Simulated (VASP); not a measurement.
# Ti (R-3m) in VASP: single point with LDA

Aim: the single point of Ti with LDA.

Everything below comes from runs of VASP 6.6.1. Logs are shortened: lines on timing, memory, paths and dates and some standing lists are left out, and cuts for length are marked.

**1. The cell of the first run**

Symmetry: R-3m, No. 166, trigonal system. Conventional cell: a = 2.842 Å, b = 2.842 Å, c = 7.173 Å, α = 90.00°, β = 90.00°, γ = 120.00°. Within 3.7 Å of Ti (site symmetry -3m) lie 12 Ti at 2.84 to 2.90 Å.

**2. Single point, LDA (equal xy, yz and zx shear strains of +2 %)**

INCAR

```
SYSTEM = Ti
  PREC = Accurate
  ENCUT = 520
  EDIFF = 1E-7
  ISMEAR = -1
  SIGMA = 0.05
  LREAL = .False.
  LASPH = .True.
  NELM = 60
  ALGO = Normal
  ISIF = 2
  LWAVE = .False.
  LCHARG = .False.
  NBANDS = 12
```

KPOINTS

```
regular mesh
0
Gamma
  15 15 15
  0 0 0
```

POSCAR

```
Ti
1.0
    0.0406000000      2.0503000000      2.0503000000
    2.0503000000      0.0406000000      2.0503000000
    2.0503000000      2.0503000000      0.0406000000
Ti
1
Direct
    0.0000000000      0.0000000000      0.0000000000
```

Potentials or basis: VASP PAW LDA potentials, release 64 (Ti_sv).

Run with:

```bash
> cat potpaw_LDA.64/Ti_sv/POTCAR > POTCAR
> mpirun -np 1 vasp_std > vasp.out
```

OUTCAR:

```text
SYSTEM = Ti
   PREC = Accurate
   ENCUT = 520
   EDIFF = 1E-7
   ISMEAR = -1
   LREAL = .False.
   LASPH = .True.
   NELM = 60
   ISIF = 2

 ion  position               nearest neighbor table
   1  0.000  0.000  0.000-

  LATTYP: Found a trigonal (rhomboedric) cell.
 ALAT       =     2.8998462959
 COS(alpha) =     0.5197000882

  Lattice vectors:

 A1 = (   0.0406000000,   2.0503000000,   2.0503000000)
 A2 = (   2.0503000000,   0.0406000000,   2.0503000000)
 A3 = (   2.0503000000,   2.0503000000,   0.0406000000)

Analysis of symmetry for initial positions (statically):
=====================================================================
 Subroutine PRICEL returns:
 Original cell was already a primitive cell.

 Routine SETGRP: Setting up the symmetry group for a
 trigonal (rhombohedral) supercell.

 Subroutine GETGRP returns: Found 12 space group operations
 (whereof 12 operations were pure point group operations)
 out of a pool of 12 trial point group operations.

The static configuration has the point symmetry D_3d.

Analysis of symmetry for dynamics (positions and initial velocities):
=====================================================================
 Subroutine PRICEL returns:
 Original cell was already a primitive cell.

 Routine SETGRP: Setting up the symmetry group for a
 trigonal (rhombohedral) supercell.

 Subroutine GETGRP returns: Found 12 space group operations
 (whereof 12 operations were pure point group operations)
 out of a pool of 12 trial point group operations.

The dynamic configuration has the point symmetry D_3d.

 Subroutine INISYM returns: Found 12 space group operations
 (whereof 12 operations are pure point group operations),
 and found     1 'primitive' translations

----------------------------------------------------------------------------------------

                                     Primitive cell

  volume of cell :      16.7259

  direct lattice vectors                    reciprocal lattice vectors
     0.040600000  2.050300000  2.050300000    -0.251232503  0.246354202  0.246354202
     2.050300000  0.040600000  2.050300000     0.246354202 -0.251232503  0.246354202
     2.050300000  2.050300000  0.040600000     0.246354202  0.246354202 -0.251232503

  length of vectors
     2.899846296  2.899846296  2.899846296     0.429532951  0.429532951  0.429532951

  position of ions in fractional coordinates (direct lattice)
     0.000000000  0.000000000  0.000000000

  ion indices of the primitive-cell ions
   primitive index   ion index
                 1           1

----------------------------------------------------------------------------------------

 KPOINTS: regular mesh

Automatic generation of k-mesh.
 Grid dimensions read from file:
 generate k-points for:   15   15   15

 Generating k-lattice:

  Cartesian coordinates                     Fractional coordinates (reciprocal lattice)
    -0.016748834  0.016423613  0.016423613     0.066666667 -0.000000000 -0.000000000
     0.016423613 -0.016748834  0.016423613    -0.000000000  0.066666667 -0.000000000
     0.016423613  0.016423613 -0.016748834    -0.000000000 -0.000000000  0.066666667

  Length of vectors
     0.028635530  0.028635530  0.028635530

  Shift w.r.t. Gamma in fractional coordinates (k-lattice)
     0.000000000  0.000000000  0.000000000

 Subroutine IBZKPT returns following result:
 ===========================================

 Found    344 irreducible k-points:

 Following reciprocal coordinates:
            Coordinates               Weight
  0.000000  0.000000  0.000000      1.000000
  0.066667 -0.000000 -0.000000      6.000000
  0.133333  0.000000  0.000000      6.000000
  0.200000 -0.000000 -0.000000      6.000000
  0.266667  0.000000  0.000000      6.000000
  0.333333  0.000000  0.000000      6.000000
[... 16 lines left out ...]
  0.133333  0.133333  0.000000      6.000000
  0.200000  0.133333 -0.000000     12.000000
 [... further k-points ...]
   k-points           NKPTS =    344   k-points in BZ     NKDIM =    344   number of bands    NBANDS=     12
   number of dos      NEDOS =    301   number of ions     NIONS =      1
   total plane-waves  NPLWV =  13824
   dimension x,y,z NGX =    24 NGY =   24 NGZ =   24
   dimension x,y,z NGXF=    48 NGYF=   48 NGZF=   48
   ions per type =               1
   NGX,Y,Z   is equivalent  to a cutoff of  13.76, 13.76, 13.76 a.u.
   NGXF,Y,Z  is equivalent  to a cutoff of  27.52, 27.52, 27.52 a.u.
 SYSTEM =  Ti
   PREC   = accura    normal or accurate (medium, high low for compatibility)
   ISTART =      0    job   : 0-new  1-cont  2-samecut
   ICHARG =      2    charge: 1-file 2-atom 10-const
   ISPIN  =      1    spin polarized calculation?
   LNONCOLLINEAR =      F non collinear calculations
   LSORBIT =      F    spin-orbit coupling
   LASPH  =      T    aspherical Exc in radial PAW
   ENCUT  =  520.0 eV  38.22 Ry    6.18 a.u.   5.39  5.39  5.39*2*pi/ulx,y,z
   NELM   =     60;   NELMIN=  2; NELMDL= -5     # of ELM steps
   EDIFF  = 0.1E-06   stopping-criterion for ELM
   LREAL  =      F    real-space projection
   EDIFFG = 0.1E-05   stopping-criterion for IOM
   NSW    =      0    number of steps for IOM
   IBRION =     -1    ionic relax: 0-MD 1-quasi-New 2-CG
   NFREE  =      0    steps in history (QN), initial steepest desc. (CG)
   ISIF   =      2    stress and relaxation
   ISYM   =      2    0-nonsym 1-usesym 2-fastsym
   POTIM  = 0.5000    time-step for ionic-motion
   TEBEG  =    0.0;   TEEND  =   0.0 temperature during run
   PSTRESS=    0.0 pullay stress
   NELECT =      12.0000    total number of electrons
   NUPDOWN=      -1.0000    fix difference up-down
   EMIN   =  10.00;   EMAX   =-10.00  energy-range for DOS
   EFERMI =   0.00;   METHOD = LEGACY
   ISMEAR =    -1;   SIGMA  =   0.05  broadening in eV -4-tet -1-fermi 0-gaus
   EFERMI_NEDOS =   21; number of points for ismear=-14 and -15
   IALGO  =     38    algorithm
   IMIX   =      4    mixing-type and parameters
     AMIX     =   0.40;   BMIX     =  1.00
     AMIX_MAG =   1.60;   BMIX_MAG =  1.00
  volume/ion in A,a.u.               =      16.73       112.87
  Fermi-wavevector in a.u.,A,eV,Ry     =   1.465567  2.769520 29.223773  2.147887
  Thomas-Fermi vector in A             =   2.581409
   LORBIT       =      0    0 simple, 1 ext, 2 COOP (PROOUT), +10 PAW based schemes
   GGA     = CA    functional components
   LHFCALC =     F    Hartree Fock is set to
   AEXX    =    0.0000 exact exchange contribution
   IVDW    =     0    specifies the selected vdW correction
   LEPSILON=     F    determine dielectric tensor
   LRPA    =     F    only Hartree local field effects (RPA)
 non-spin polarized calculation
  energy-cutoff  :      520.00
  volume of cell :       16.73
 maximum number of plane-waves:       465
 NGX is ok and might be reduce to    24
   NGX = 11   NGY = 11   NGZ = 11

 number of electron      12.0000000 magnetization

 Free energy of the ion-electron system (eV)
  ---------------------------------------------------
  ext. energy  EPLUGINS =         0.00000000
  ---------------------------------------------------
  free energy    TOTEN  =        -8.49123819 eV

  energy without entropy =       -8.47728552  energy(sigma->0) =       -8.48426185

 E-fermi :   8.3963     XC(G=0): -11.9654

 val. band max:        8.3924751558   @ k =   0.2000   0.2000   0.0667
 cond. band min:       8.3979194283   @ k =  -0.4667   0.4000   0.2667
 fundamental gap:      0.0054442725
 Fermi energy:         8.3962954536

 k-point     1 :       0.0000    0.0000    0.0000
  band No.  band energies     occupation
      1     -47.5711      2.00000
      2     -23.7799      2.00000
      3     -23.7367      2.00000
      4     -23.7367      2.00000
      5       2.2872      2.00000
      6       9.0428      0.00000
      7       9.3524      0.00000
      8       9.3524      0.00000
      9      10.9560      0.00000
     10      10.9560      0.00000
     11      23.9194      0.00000
     12      27.9685      0.00000

 k-point     2 :       0.0667   -0.0000   -0.0000
  band No.  band energies     occupation
      1     -47.5644      2.00000
      2     -23.7903      2.00000
      3     -23.7664      2.00000
      4     -23.7417      2.00000
      5       2.4387      2.00000
      6       9.0801      0.00000
      7       9.2740      0.00000
      8       9.4163      0.00000
      9      10.9135      0.00000
     10      10.9171      0.00000
     11      24.0667      0.00000
     12      27.4946      0.00000

 k-point     3 :       0.1333    0.0000    0.0000
  band No.  band energies     occupation
      1     -47.5454      2.00000
      2     -23.8791      2.00000
      3     -23.7901      2.00000
      4     -23.7560      2.00000
      5       2.8769      2.00000
      6       8.9655      0.00002
      7       9.2721      0.00000
      8       9.5739      0.00000
      9      10.8290      0.00000
     10      10.8412      0.00000
     11      24.3020      0.00000
     12      25.7079      0.00000

 k-point     4 :       0.2000   -0.0000   -0.0000
  band No.  band energies     occupation
      1     -47.5174      2.00000
      2     -24.0254      2.00000
      3     -23.8077      2.00000
      4     -23.7769      2.00000
      5       3.5485      2.00000
      6       8.6745      0.00764
      7       9.3635      0.00000
      8       9.7004      0.00000
      9      10.8300      0.00000
     10      10.8657      0.00000
     11      23.3085      0.00000
     12      24.9179      0.00000

 k-point     5 :       0.2667    0.0000    0.0000
  band No.  band energies     occupation
      1     -47.4849      2.00000
      2     -24.1914      2.00000
      3     -23.8269      2.00000
      4     -23.8008      2.00000
      5       4.3460      2.00000
      6       8.4552      0.47043
      7       9.3211      0.00000
      8       9.6575      0.00000
      9      11.0419      0.00000
     10      11.1300      0.00000
     11      21.4676      0.00000
     12      24.5860      0.00000
[... 228 lines left out ...]
      1     -47.5311      2.00000
      2     -23.9401      2.00000
      3     -23.8069      2.00000
      4     -23.7722      2.00000
      5       3.2086      2.00000
      6       8.8022      0.00060
      7       9.3642      0.00000
      8       9.6710      0.00000
      9      10.5780      0.00000
     10      11.0072      0.00000
     11      24.3050      0.00000
     12      25.1494      0.00000

 k-point    22 :      -0.0667    0.0667    0.0000
  band No.  band energies     occupation
      1     -47.5533      2.00000
      2     -23.8268      2.00000
      3     -23.7908      2.00000
      4     -23.7546      2.00000
      5       2.6885      2.00000
      6       9.0874      0.00000
      7       9.2002      0.00000
      8       9.5252      0.00000
      9      10.7506      0.00000
     10      10.9548      0.00000
     11      24.2851      0.00000
     12      26.6342      0.00000

 k-point    23 :       0.1333    0.1333    0.0000
  band No.  band energies     occupation
      1     -47.5382      2.00000
      2     -23.8833      2.00000
      3     -23.8108      2.00000
      4     -23.7811      2.00000
      5       3.0576      2.00000
      6       8.6829      0.00646
      7       9.5247      0.00000
      8       9.7049      0.00000
      9      10.4114      0.00000
     10      11.1268      0.00000
     11      24.5748      0.00000
     12      26.3064      0.00000

 k-point    24 :       0.2000    0.1333   -0.0000
  band No.  band energies     occupation
      1     -47.5178      2.00000
      2     -23.9720      2.00000
      3     -23.8372      2.00000
      4     -23.8005      2.00000
      5       3.5474      2.00000
      6       8.4320      0.65782
      7       9.6534      0.00000
      8       9.8376      0.00000
      9      10.2861      0.00000
     10      11.2102      0.00000
     11      24.6535      0.00000
     12      25.1190      0.00000

 [... further k-points ...]

------------------------ aborting loop because EDIFF is reached ----------------------------------------

  FORCE on cell =-STRESS in cart. coord.  units (eV):
  Direction    XX          YY          ZZ          XY          YZ          ZX
  --------------------------------------------------------------------------------------
  -------------------------------------------------------------------------------------
  Total       -0.5170909     -0.5170909     -0.5170909     -0.1035526     -0.1035526     -0.1035526
  in kB      -49.5323341    -49.5323341    -49.5323341     -9.9193455     -9.9193455     -9.9193455
  external PRESSURE =     -49.5323341 kB  Pullay stress =       0.0000000 kB

 VOLUME and BASIS-vectors are now :
 -----------------------------------------------------------------------------
  energy-cutoff  :      520.00
  volume of cell :       16.73
      direct lattice vectors                 reciprocal lattice vectors
     0.040600000  2.050300000  2.050300000    -0.251232503  0.246354202  0.246354202
     2.050300000  0.040600000  2.050300000     0.246354202 -0.251232503  0.246354202
     2.050300000  2.050300000  0.040600000     0.246354202  0.246354202 -0.251232503

 POSITION                                       TOTAL-FORCE (eV/Angst)
 -----------------------------------------------------------------------------------
      0.00000      0.00000      0.00000         0.000000      0.000000      0.000000
 -----------------------------------------------------------------------------------
    total drift:                                0.000000      0.000000      0.000000

  FREE ENERGIE OF THE ION-ELECTRON SYSTEM (eV)
  ---------------------------------------------------
  free  energy   TOTEN  =        -8.4912381884 eV

  energy  without entropy=       -8.4772855173  energy(sigma->0) =       -8.48426185
```

It took 65 s on 1 thread of Intel Xeon 8259CL, shared host; peak memory 0.18 GiB.

Results:

```
Free energy            : -8.4912 eV
Pressure               : -5.0 GPa
Band gap on the k mesh : zero (bands 6 and 7 overlap by 1.02 eV)
```

Stress tensor (GPa, compression positive):
```
-4.95 -0.99 -0.99
-0.99 -4.95 -0.99
-0.99 -0.99 -4.95
```

Levels at points of the mesh, in eV from the Fermi level:
```tsv
k point	band 4	band 5	band 6	band 7	band 8	band 9
(0.00, 0.00, 0.00)	-32.13	-6.11	0.65	0.96	0.96	2.56
```

Caveat: the cell differs from its parent crystal (equal xy, yz and zx shear strains of +2 %); the cell stands under tension.
